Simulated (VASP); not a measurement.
# Cr (Fm-3m) in VASP: further runs

Cr is run at these levels: PBE; tasks: single point.

Program: VASP 6.6.1. These are calculated values, not measurements. Logs are shortened: lines on timing, memory, paths and dates and some standing lists are left out, and cuts for length are marked.

## 1. The cell of the first run

The structure is cubic, space group Fm-3m (No. 225). Conventional cell: a = 3.717 Å, b = 3.717 Å, c = 3.717 Å, α = 90.00°, β = 90.00°, γ = 90.00°. Within 3.5 Å of Cr (site symmetry m-3m) lie 12 Cr at 2.63 Å.

## 2. Single point, PBE, collinear spin, ferromagnetic start (volume scaled by 1.08)

Contents of INCAR:

```
SYSTEM = Cr
PREC = Accurate
ENCUT = 520
EDIFF = 1E-7
ISMEAR = -1
SIGMA = 0.05
LREAL = .False.
LASPH = .True.
NELM = 150
ALGO = Normal
ISIF = 2
LWAVE = .False.
LCHARG = .False.
ISPIN = 2
MAGMOM = 1.5
LORBIT = 11
LMAXMIX = 4
GGA = PE
NBANDS = 16
```

Contents of KPOINTS:

```
regular mesh
0
Gamma
  17 17 17
  0 0 0
```

Contents of POSCAR:

```
Cr
1.0
    0.0000000000      1.8582757863      1.8582757863
    1.8582757863      0.0000000000      1.8582757863
    1.8582757863      1.8582757863      0.0000000000
Cr
1
Direct
    0.0000000000      0.0000000000      0.0000000000
```

Potentials or basis: VASP PAW PBE potentials, release 64 (Cr_pv).

Command:

```bash
> cat potpaw_PBE.64/Cr_pv/POTCAR > POTCAR
> mpirun -np 1 vasp_std > vasp.out
```

OUTCAR:

```text
SYSTEM = Cr
   PREC = Accurate
   ENCUT = 520
   EDIFF = 1E-7
   ISMEAR = -1
   LREAL = .False.
   LASPH = .True.
   NELM = 150
   ISIF = 2
   ISPIN = 2
   LORBIT = 11
   GGA = PE

 ion  position               nearest neighbor table
   1  0.000  0.000  0.000-

  LATTYP: Found a face centered cubic cell.
 ALAT       =     3.7165515726

  Lattice vectors:

 A1 = (   0.0000000000,   1.8582757863,   1.8582757863)
 A2 = (   1.8582757863,   0.0000000000,   1.8582757863)
 A3 = (   1.8582757863,   1.8582757863,   0.0000000000)

Analysis of symmetry for initial positions (statically):
=====================================================================
 Subroutine PRICEL returns:
 Original cell was already a primitive cell.

 Routine SETGRP: Setting up the symmetry group for a
 face centered cubic supercell.

 Subroutine GETGRP returns: Found 48 space group operations
[... 9 lines left out ...]

 Routine SETGRP: Setting up the symmetry group for a
 face centered cubic supercell.

 Subroutine GETGRP returns: Found 48 space group operations
 (whereof 48 operations were pure point group operations)
 out of a pool of 48 trial point group operations.

The dynamic configuration has the point symmetry O_h .

Analysis of structural, dynamic, and magnetic symmetry:
=====================================================================
 Subroutine PRICEL returns:
 Original cell was already a primitive cell.

 Routine SETGRP: Setting up the symmetry group for a
 face centered cubic supercell.

 Subroutine GETGRP returns: Found 48 space group operations
 (whereof 48 operations were pure point group operations)
 out of a pool of 48 trial point group operations.

The overall configuration has the point symmetry O_h .

 Subroutine INISYM returns: Found 48 space group operations
[... 5 lines left out ...]
                                     Primitive cell

  volume of cell :      12.8340

  direct lattice vectors                    reciprocal lattice vectors
     0.000000000  1.858275786  1.858275786    -0.269066628  0.269066628  0.269066628
     1.858275786  0.000000000  1.858275786     0.269066628 -0.269066628  0.269066628
     1.858275786  1.858275786  0.000000000     0.269066628  0.269066628 -0.269066628

  length of vectors
     2.627998820  2.627998820  2.627998820     0.466037071  0.466037071  0.466037071

  position of ions in fractional coordinates (direct lattice)
     0.000000000  0.000000000  0.000000000

  ion indices of the primitive-cell ions
   primitive index   ion index
                 1           1

[... 76 lines left out ...]
   NFREE  =      0    steps in history (QN), initial steepest desc. (CG)
   ISIF   =      2    stress and relaxation
   ISYM   =      2    0-nonsym 1-usesym 2-fastsym
   POTIM  = 0.5000    time-step for ionic-motion
   TEBEG  =    0.0;   TEEND  =   0.0 temperature during run
   PSTRESS=    0.0 pullay stress
   NELECT =      12.0000    total number of electrons
   NUPDOWN=      -1.0000    fix difference up-down
   EMIN   =  10.00;   EMAX   =-10.00  energy-range for DOS
   EFERMI =   0.00;   METHOD = LEGACY
   ISMEAR =    -1;   SIGMA  =   0.05  broadening in eV -4-tet -1-fermi 0-gaus
   EFERMI_NEDOS =   21; number of points for ismear=-14 and -15
   IALGO  =     38    algorithm
   IMIX   =      4    mixing-type and parameters
     AMIX     =   0.40;   BMIX     =  1.00
     AMIX_MAG =   1.60;   BMIX_MAG =  1.00
  volume/ion in A,a.u.               =      12.83        86.61
  Fermi-wavevector in a.u.,A,eV,Ry     =   1.600842  3.025152 34.867575  2.562694
  Thomas-Fermi vector in A             =   2.697914
   LORBIT       =     11    0 simple, 1 ext, 2 COOP (PROOUT), +10 PAW based schemes
   GGA     = PE    functional components
   LHFCALC =     F    Hartree Fock is set to
   AEXX    =    0.0000 exact exchange contribution
   IVDW    =     0    specifies the selected vdW correction
   LEPSILON=     F    determine dielectric tensor
   LRPA    =     F    only Hartree local field effects (RPA)
 spin polarized calculation
  energy-cutoff  :      520.00
  volume of cell :       12.83
 maximum number of plane-waves:       357
   NGX =  9   NGY =  9   NGZ =  9

 number of electron      11.9999990 magnetization       0.0006521

 Free energy of the ion-electron system (eV)
  ---------------------------------------------------
  ext. energy  EPLUGINS =         0.00000000
  ---------------------------------------------------
  free energy    TOTEN  =        -9.07865667 eV

  energy without entropy =       -9.06111270  energy(sigma->0) =       -9.06988468

 E-fermi :   9.3162     XC(G=0): -13.0601

 val. band max:        9.3160188073   @ k =  -0.4706   0.1176   0.0588
 cond. band min:       9.3163957730   @ k =  -0.4706   0.1176   0.0588
 fundamental gap:      0.0003769658
 Fermi energy:         9.3161617115

 spin component 1

 k-point     1 :       0.0000    0.0000    0.0000
  band No.  band energies     occupation
      1     -33.1832      1.00000
      2     -33.1832      1.00000
      3     -33.1832      1.00000
      4       2.0824      1.00000
      5       8.9402      0.99946
      6       8.9403      0.99946
[... 435 lines left out ...]
      5       8.5907      1.00000
      6       9.1708      0.94821
[... 8 lines left out ...]
     15      36.7438      0.00000
     16      38.5747      0.00000

 [... further k-points ...]

 spin component 2

 k-point     1 :       0.0000    0.0000    0.0000
  band No.  band energies     occupation
      1     -33.1825      1.00000
      2     -33.1825      1.00000
      3     -33.1825      1.00000
      4       2.0826      1.00000
      5       8.9408      0.99945
      6       8.9408      0.99945
[... 435 lines left out ...]
      5       8.5912      1.00000
      6       9.1714      0.94763
[... 8 lines left out ...]
     15      36.7441      0.00000
     16      38.5750      0.00000

 [... further k-points ...]
[... 5 lines left out ...]
  --------------------------------------------------------------------------------------
  -------------------------------------------------------------------------------------
  Total       -1.2742864     -1.2742864     -1.2742864      0.0000000      0.0000000     -0.0000000
  in kB     -159.0805693   -159.0805693   -159.0805693      0.0000000      0.0000000     -0.0000000
  external PRESSURE =    -159.0805693 kB  Pullay stress =       0.0000000 kB

 VOLUME and BASIS-vectors are now :
 -----------------------------------------------------------------------------
  energy-cutoff  :      520.00
  volume of cell :       12.83
      direct lattice vectors                 reciprocal lattice vectors
     0.000000000  1.858275786  1.858275786    -0.269066628  0.269066628  0.269066628
     1.858275786  0.000000000  1.858275786     0.269066628 -0.269066628  0.269066628
     1.858275786  1.858275786  0.000000000     0.269066628  0.269066628 -0.269066628

 POSITION                                       TOTAL-FORCE (eV/Angst)
 -----------------------------------------------------------------------------------
      0.00000      0.00000      0.00000         0.000000      0.000000      0.000000
 -----------------------------------------------------------------------------------
    total drift:                                0.000000      0.000000      0.000000

  FREE ENERGIE OF THE ION-ELECTRON SYSTEM (eV)
  ---------------------------------------------------
  free  energy   TOTEN  =        -9.0786566707 eV

  energy  without entropy=       -9.0611126990  energy(sigma->0) =       -9.06988468

 total charge

# of ion       s       p       d       tot
------------------------------------------
    1        0.413   6.331   4.116  10.861

 magnetization (x)

# of ion       s       p       d       tot
------------------------------------------
    1        0.000   0.000   0.001   0.001
```

OSZICAR:

```text
N       E                     dE             d eps       ncg     rms          rms(c)
DAV:   1     0.827670745240E+02    0.82767E+02   -0.61909E+03 10744   0.835E+02
DAV:   2    -0.899849641310E+01   -0.91766E+02   -0.87556E+02 11384   0.247E+02
DAV:   3    -0.105708931911E+02   -0.15724E+01   -0.15691E+01 12272   0.355E+01
DAV:   4    -0.105771797204E+02   -0.62865E-02   -0.62864E-02 12368   0.223E+00
DAV:   5    -0.105772335116E+02   -0.53791E-04   -0.53792E-04 12440   0.186E-01    0.123E+01
DAV:   6    -0.909551874831E+01    0.14817E+01   -0.24589E+00 10784   0.273E+01    0.258E+00
DAV:   7    -0.908402945368E+01    0.11489E-01   -0.82983E-02 11200   0.374E+00    0.142E+00
DAV:   8    -0.907938234872E+01    0.46471E-02   -0.25822E-03 12488   0.663E-01    0.828E-01
DAV:   9    -0.907818670166E+01    0.11956E-02   -0.13590E-03 11808   0.445E-01    0.143E-01
DAV:  10    -0.907832530392E+01   -0.13860E-03   -0.28336E-04 11808   0.176E-01    0.930E-02
DAV:  11    -0.907842171909E+01   -0.96415E-04   -0.14169E-05 12328   0.355E-02    0.738E-02
DAV:  12    -0.907861556823E+01   -0.19385E-03   -0.66158E-05 11872   0.963E-02    0.276E-02
DAV:  13    -0.907863819304E+01   -0.22625E-04   -0.15448E-05 11968   0.255E-02    0.208E-02
DAV:  14    -0.907865610550E+01   -0.17912E-04   -0.13134E-05 12120   0.435E-02    0.282E-03
DAV:  15    -0.907865664671E+01   -0.54121E-06   -0.10696E-06 10808   0.859E-03    0.116E-03
DAV:  16    -0.907865667071E+01   -0.24000E-07   -0.15639E-08  6776   0.176E-03
   1 F= -.90786567E+01 E0= -.90698847E+01  d E =-.175440E-01  mag=     0.0001
```

stdout:

```text
POSCAR found type information on POSCAR Cr
 POSCAR found :  1 types and       1 ions
 scaLAPACK will be used
 LDA part: xc-table for (Slater+PW92), standard interpolation
 POSCAR, INCAR and KPOINTS ok, starting setup
 FFT: planning ... GRIDC
 FFT: planning ... GRID_SOFT
 FFT: planning ... GRID
 WAVECAR not read
 entering main loop
```

It took 38 s on 1 thread of Intel Xeon Platinum 8559C (Emerald Rapids), shared host; peak memory 0.16 GiB.

Results:

| Item | Value |
| --- | --- |
| Free energy | -9.0787 eV |
| Pressure | -15.9 GPa |
| Band gap on the k mesh | zero (filled and empty bands overlap) |
| Net moment | 0.00 μB per cell |
| Valence electrons inside the program's atomic spheres | Cr 10.86 |

Caveat: the starting moments collapsed, and a magnetic state may lie lower.

## 3. Single point, PBE, collinear spin, ferromagnetic start (volume scaled by 1.12)

Contents of INCAR:

```
SYSTEM = Cr
PREC = Accurate
ENCUT = 520
EDIFF = 1E-6
ISMEAR = -1
SIGMA = 0.05
LREAL = .FALSE.
LASPH = .TRUE.
NELM = 150
ALGO = Normal
ISIF = 2
LWAVE = .FALSE.
LCHARG = .TRUE.
ISPIN = 2
MAGMOM = 1.5
LORBIT = 11
LMAXMIX = 4
GGA = PE
LELF = .TRUE.
LVHAR = .TRUE.
NBANDS = 16
```

Contents of KPOINTS:

```
regular mesh
0
G
  17 17 17
  0 0 0
```

Contents of POSCAR:

```
Cr
1.0
    0.0000000000      1.8809399198      1.8809399198
    1.8809399198      0.0000000000      1.8809399198
    1.8809399198      1.8809399198      0.0000000000
Cr
1
Direct
    0.0000000000      0.0000000000      0.0000000000
```

Potentials or basis: VASP PAW PBE potentials, release 64 (Cr_pv).

Command:

```bash
> cat potpaw_PBE.64/Cr_pv/POTCAR > POTCAR
> mpirun -np 1 vasp_std > vasp.out
```

Run time: 41 s. Hardware: 1 thread of Intel Xeon Platinum 8559C (Emerald Rapids), shared host; peak memory 0.17 GiB.

The run converged. Its results:

| Item | Value |
| --- | --- |
| Free energy | -9.0231 eV |
| Pressure | -21.5 GPa |
| Band gap on the k mesh | zero (filled and empty bands overlap) |
| Net moment | 0.00 μB per cell |
| Valence electrons inside the program's atomic spheres | Cr 10.80 |

Levels at points of the mesh, in eV from the Fermi level:
Spin up:
| k point | band 2 | band 3 | band 4 | band 5 | band 6 | band 7 | band 8 | band 9 | band 10 | band 11 |
| --- | --- | --- | --- | --- | --- | --- | --- | --- | --- | --- |
| (0.00, 0.00, 0.00) | -42.56 | -42.56 | -7.10 | -0.36 | -0.36 | -0.36 | 1.13 | 1.13 | 7.41 | 19.06 |
Spin down:
```tsv
k point	band 3	band 4	band 5	band 6	band 7	band 8	band 9	band 10
(0.00, 0.00, 0.00)	-42.55	-7.10	-0.35	-0.35	-0.35	1.14	1.14	7.41
```

Caveat: the starting moments collapsed, and a magnetic state may lie lower.

(Part 1 of 2 ends here.)
